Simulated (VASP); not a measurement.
# Ge4Pd (P4/mmm) in VASP: relaxation of cell and atoms with PBE

Aim: the relaxation of cell and atoms of Ge4Pd with PBE.

Program: VASP 6.6.1. These are calculated values, not measurements. Logs are shortened: lines on timing, memory, paths and dates and some standing lists are left out, and cuts for length are marked.

## (1) The cell of the first run

The structure is tetragonal, space group P4/mmm (No. 123). The conventional cell has a = 4.022 Å, b = 4.022 Å, c = 6.073 Å, α = 90.00°, β = 90.00°, γ = 90.00°. Within 3.5 Å of Ge (site symmetry 2mm) lie 2 Pd at 2.64 Å and 6 Ge at 2.66 to 3.42 Å. Pd (site symmetry 4/mmm) has 8 Ge at 2.64 Å within 3.5 Å.

The cell was built from a structure type or drawn by symmetry, and may not be a known phase.

## (2) Relaxation of cell and atoms, PBE

INCAR

```
SYSTEM = Ge4Pd
PREC = Accurate ; ENCUT = 600
EDIFF = 1E-7 ; ISMEAR = 0
SIGMA = 0.1 ; LREAL = .False.
LASPH = .True. ; NELM = 80
ALGO = Normal ; ISIF = 3
LWAVE = .False. ; LCHARG = .False.
GGA = PE ; IBRION = 2
NSW = 100 ; EDIFFG = -0.01
```

KPOINTS

```
Automatic mesh
0
Gamma
  10 10 6
  0 0 0
```

POSCAR

```
Ge4Pd
1.0
    4.0221922414      0.0000000000      0.0000000000
    0.0000000000      4.0221922414      0.0000000000
    0.0000000000      0.0000000000      6.0734306436
Ge Pd
4 1
Direct
    0.0000000000      0.5000000000      0.7186959507
    0.5000000000      0.0000000000      0.7186959507
    0.0000000000      0.5000000000      0.2813040493
    0.5000000000      0.0000000000      0.2813040493
    0.0000000000      0.0000000000      0.0000000000
```

Potentials or basis: VASP PAW PBE potentials, release 64 (Ge_d, Pd).

Run with:

```bash
cat potpaw_PBE.64/Ge_d/POTCAR potpaw_PBE.64/Pd/POTCAR > POTCAR
mpirun -np 1 vasp_std > vasp.out
```

OUTCAR:

```text
SYSTEM = Ge4Pd
   PREC = Accurate
   ENCUT = 600
   EDIFF = 1E-7
   ISMEAR = 0
   LREAL = .False.
   LASPH = .True.
   NELM = 80
   ISIF = 3
   GGA = PE
   IBRION = 2
   NSW = 100
   EDIFFG = -0.01

 ion  position               nearest neighbor table
   1  0.000  0.500  0.719-   5 2.64   5 2.64   3 2.66   2 2.84   2 2.84   2 2.84   2 2.84
   2  0.500  0.000  0.719-   5 2.64   5 2.64   4 2.66   1 2.84   1 2.84   1 2.84   1 2.84
   3  0.000  0.500  0.281-   5 2.64   5 2.64   1 2.66   4 2.84   4 2.84   4 2.84   4 2.84
   4  0.500  0.000  0.281-   5 2.64   5 2.64   2 2.66   3 2.84   3 2.84   3 2.84   3 2.84
   5  0.000  0.000  0.000-   1 2.64   2 2.64   3 2.64   4 2.64   1 2.64   3 2.64   2 2.64   4 2.64

  LATTYP: Found a simple tetragonal cell.
 ALAT       =     4.0221922414
 C/A-ratio  =     1.5099801996

  Lattice vectors:

 A1 = (   4.0221922414,   0.0000000000,   0.0000000000)
 A2 = (   0.0000000000,   4.0221922414,   0.0000000000)
 A3 = (   0.0000000000,   0.0000000000,   6.0734306436)

Analysis of symmetry for initial positions (statically):
=====================================================================
 Subroutine PRICEL returns:
 Original cell was already a primitive cell.

 Routine SETGRP: Setting up the symmetry group for a
 simple tetragonal supercell.

 Subroutine GETGRP returns: Found 16 space group operations
 (whereof 16 operations were pure point group operations)
 out of a pool of 16 trial point group operations.

The static configuration has the point symmetry D_4h.

Analysis of symmetry for dynamics (positions and initial velocities):
=====================================================================
 Subroutine PRICEL returns:
 Original cell was already a primitive cell.

 Routine SETGRP: Setting up the symmetry group for a
 simple tetragonal supercell.

 Subroutine GETGRP returns: Found 16 space group operations
 (whereof 16 operations were pure point group operations)
 out of a pool of 16 trial point group operations.

The dynamic configuration has the point symmetry D_4h.

 Subroutine INISYM returns: Found 16 space group operations
 (whereof 16 operations are pure point group operations),
 and found     1 'primitive' translations

----------------------------------------------------------------------------------------

                                     Primitive cell

  volume of cell :      98.2561

[... 116 lines left out ...]
  Fermi-wavevector in a.u.,A,eV,Ry     =   1.433737  2.709371 27.968170  2.055602
  Thomas-Fermi vector in A             =   2.553223
   LORBIT       =      0    0 simple, 1 ext, 2 COOP (PROOUT), +10 PAW based schemes
   GGA     = PE    functional components
   LHFCALC =     F    Hartree Fock is set to
   AEXX    =    0.0000 exact exchange contribution
   IVDW    =     0    specifies the selected vdW correction
   LEPSILON=     F    determine dielectric tensor
   LRPA    =     F    only Hartree local field effects (RPA)
 conjugate gradient relaxation of ions
 non-spin polarized calculation
 Gauss-broadening in eV      SIGMA  =   0.10
  energy-cutoff  :      600.00
  volume of cell :       98.26
 maximum number of plane-waves:      3336
   NGX = 17   NGY = 17   NGZ = 25

--------------------------------------- Ionic step        1  -------------------------------------------

 number of electron      65.9999953 magnetization

 Free energy of the ion-electron system (eV)
  ---------------------------------------------------
  ext. energy  EPLUGINS =         0.00000000
  ---------------------------------------------------
  free energy    TOTEN  =       -23.17033544 eV

  energy without entropy =      -23.16091735  energy(sigma->0) =      -23.16562639

------------------------ aborting loop because EDIFF is reached ----------------------------------------

  FORCE on cell =-STRESS in cart. coord.  units (eV):
  Direction    XX          YY          ZZ          XY          YZ          ZX
  --------------------------------------------------------------------------------------
  -------------------------------------------------------------------------------------
  Total        0.3724510      0.3724510     -1.8310071      0.0000000      0.0000000      0.0000000
  in kB        6.0732341      6.0732341    -29.8566362      0.0000000      0.0000000      0.0000000
  external PRESSURE =      -5.9033894 kB  Pullay stress =       0.0000000 kB
[... 98 lines left out ...]
  FREE ENERGIE OF THE ION-ELECTRON SYSTEM (eV)
  ---------------------------------------------------
  free  energy   TOTEN  =       -23.1993617832 eV

  energy  without entropy=      -23.1895839564  energy(sigma->0) =      -23.19447287

[... ionic steps 4 to 7 ...]

--------------------------------------- Ionic step        8  -------------------------------------------

 number of electron      65.9999954 magnetization

------------------------ aborting loop because EDIFF is reached ----------------------------------------
[... 73 lines left out ...]
--------------------------------------- Ionic step       10  -------------------------------------------

 number of electron      65.9999957 magnetization

 Free energy of the ion-electron system (eV)
  ---------------------------------------------------
  ext. energy  EPLUGINS =         0.00000000
  ---------------------------------------------------
  free energy    TOTEN  =       -23.20724915 eV

  energy without entropy =      -23.19642230  energy(sigma->0) =      -23.20183572

 E-fermi :   6.4931     XC(G=0): -11.0023

 val. band max:        6.4907661586   @ k =   0.1000   0.0000   0.3333
 cond. band min:       6.5067995432   @ k =   0.4000   0.2000   0.5000
 fundamental gap:      0.0160333846
 Fermi energy:         6.4931288070

 k-point     1 :       0.0000    0.0000    0.0000
  band No.  band energies     occupation
      1     -18.3909      2.00000
      2     -18.3758      2.00000
      3     -18.3649      2.00000
      4     -18.3304      2.00000
      5     -18.3265      2.00000
      6     -18.3194      2.00000
[... 997 lines left out ...]
     38      10.1835      0.00000
     39      11.2013      0.00000

 [... further k-points ...]

------------------------ aborting loop because EDIFF is reached ----------------------------------------

  FORCE on cell =-STRESS in cart. coord.  units (eV):
  Direction    XX          YY          ZZ          XY          YZ          ZX
  --------------------------------------------------------------------------------------
  -------------------------------------------------------------------------------------
  Total        0.0440803      0.0440803     -0.0052700      0.0000000      0.0000000      0.0000000
  in kB        0.7207434      0.7207434     -0.0861678      0.0000000      0.0000000      0.0000000
  external PRESSURE =       0.4517730 kB  Pullay stress =       0.0000000 kB
[... 20 lines left out ...]
  FREE ENERGIE OF THE ION-ELECTRON SYSTEM (eV)
  ---------------------------------------------------
  free  energy   TOTEN  =       -23.2072491527 eV

  energy  without entropy=      -23.1964222954  energy(sigma->0) =      -23.20183572

 reached required accuracy - stopping structural energy minimisation
```

OSZICAR:

```text
N       E                     dE             d eps       ncg     rms          rms(c)
DAV:   1     0.711967247129E+03    0.71197E+03   -0.34403E+04  8065   0.496E+03
DAV:   2     0.101973758360E+03   -0.60999E+03   -0.59135E+03  6552   0.110E+03
DAV:   3    -0.156395695643E+02   -0.11761E+03   -0.11463E+03  7112   0.247E+02
DAV:   4    -0.232424380697E+02   -0.76029E+01   -0.75065E+01  7753   0.694E+01
[... 98 lines left out ...]
DAV:   4    -0.232072528125E+02    0.70654E-04   -0.13504E-04  7784   0.108E-01    0.110E-02
DAV:   5    -0.232072504975E+02    0.23150E-05   -0.29382E-05  7622   0.634E-02    0.719E-03
DAV:   6    -0.232072498083E+02    0.68921E-06   -0.35751E-06  7221   0.150E-02    0.441E-03
DAV:   7    -0.232072492113E+02    0.59694E-06   -0.92458E-07  5933   0.104E-02    0.382E-04
DAV:   8    -0.232072491527E+02    0.58657E-07   -0.66796E-08  3701   0.224E-03
  10 F= -.23207249E+02 E0= -.23201836E+02  d E =-.786793E-04
```

CONTCAR:

```text
Ge4Pd
   1.00000000000000
     4.0827490473172130   -0.0000000000000000    0.0000000000000000
     0.0000000000000000    4.0827490473172130    0.0000000000000000
     0.0000000000000000   -0.0000000000000000    5.8785349596103096
  Ge              Pd
     4     1
Direct
     0.0000000000000000    0.5000000000000000    0.7202098501268075
     0.5000000000000000    0.0000000000000000    0.7202098501268075
     0.0000000000000000    0.5000000000000000    0.2797901498731925
     0.5000000000000000    0.0000000000000000    0.2797901498731925
     0.0000000000000000    0.0000000000000000    0.0000000000000000

  0.00000000E+00  0.00000000E+00  0.00000000E+00
  0.00000000E+00  0.00000000E+00  0.00000000E+00
  0.00000000E+00  0.00000000E+00  0.00000000E+00
  0.00000000E+00  0.00000000E+00  0.00000000E+00
  0.00000000E+00  0.00000000E+00  0.00000000E+00
```

Wall time 12 min (1 thread of Intel Xeon 6975P-C (Granite Rapids), shared host); peak memory 0.47 GiB.

Results:

```
Free energy                           : -23.2072 eV
Relaxed volume                        : 19.60 Å³/atom
Relaxed cell                          : a = 4.083 Å, b = 4.083 Å, c = 5.879 Å, α = 90.00°, β = 90.00°, γ = 90.00°
Space group after relaxing (to 0.1 Å) : P4/mmm (No. 123)
Energy gained by relaxing             : 7.4 meV/atom
Ionic steps                           : 10
Pressure after relaxing               : 0.0 GPa
Largest force after relaxing          : 0.004 eV/Å
Band gap on the k mesh                : zero (bands 33 and 34 overlap by 3.17 eV)
```

Forces on the atoms (eV/Å):
```
Ge   0.000  0.000 -0.004
Ge   0.000  0.000 -0.004
Ge   0.000  0.000  0.004
Ge   0.000  0.000  0.004
Pd   0.000  0.000  0.000
```

Stress tensor (GPa, compression positive):
```
 0.07  0.00  0.00
 0.00  0.07  0.00
 0.00  0.00 -0.01
```

The path:
| step | energy change (eV) | largest force (eV/Å) | pressure (GPa) | volume (Å³) |
| --- | --- | --- | --- | --- |
| 1 | 0.0000 | 0.0994 | -0.59 | 98.26 |
| 2 | -0.0260 | 0.0013 | 0.33 | 97.22 |
| 3 | -0.0290 | 0.0669 | 0.81 | 96.73 |
| 4 | -0.0338 | 0.1163 | -0.13 | 97.95 |
| 5 | -0.0338 | 0.1161 | -0.12 | 97.94 |
| 6 | -0.0360 | 0.0549 | -0.12 | 98.03 |
| 7 | -0.0368 | 0.0023 | -0.11 | 98.12 |
| 8 | -0.0368 | 0.0046 | -0.10 | 98.13 |
| 9 | -0.0369 | 0.0037 | 0.10 | 97.90 |
| 10 | -0.0369 | 0.0039 | 0.05 | 97.99 |

Final structure:
```yaml
crystal:
  lattice:
    - [4.08275, 0.00000, 0.00000]
    - [0.00000, 4.08275, 0.00000]
    - [0.00000, 0.00000, 5.87853]
  atoms:
    - { symbol: Ge, position: [0.00000, 0.50000, 0.72021] }
    - { symbol: Ge, position: [0.50000, 0.00000, 0.72021] }
    - { symbol: Ge, position: [0.00000, 0.50000, 0.27979] }
    - { symbol: Ge, position: [0.50000, 0.00000, 0.27979] }
    - { symbol: Pd, position: [0.00000, 0.00000, 0.00000] }
```

Levels at points of the mesh, in eV from the Fermi level:
```tsv
k point	band 31	band 32	band 33	band 34	band 35	band 36
(0.00, 0.00, 0.00)	-2.88	-2.88	1.28	1.28	2.19	3.19
(0.50, 0.00, 0.00)	-2.31	-0.79	0.25	0.44	1.45	2.10
(0.50, 0.50, 0.00)	-2.87	-2.70	-2.47	-1.87	-1.87	2.10
(0.00, 0.00, 0.50)	-1.59	-0.93	-0.68	-0.68	0.03	2.58
(0.50, 0.00, 0.50)	0.23	0.41	0.48	0.70	1.12	1.39
(0.50, 0.50, 0.50)	-3.53	-2.83	-1.52	2.13	2.13	2.18
```
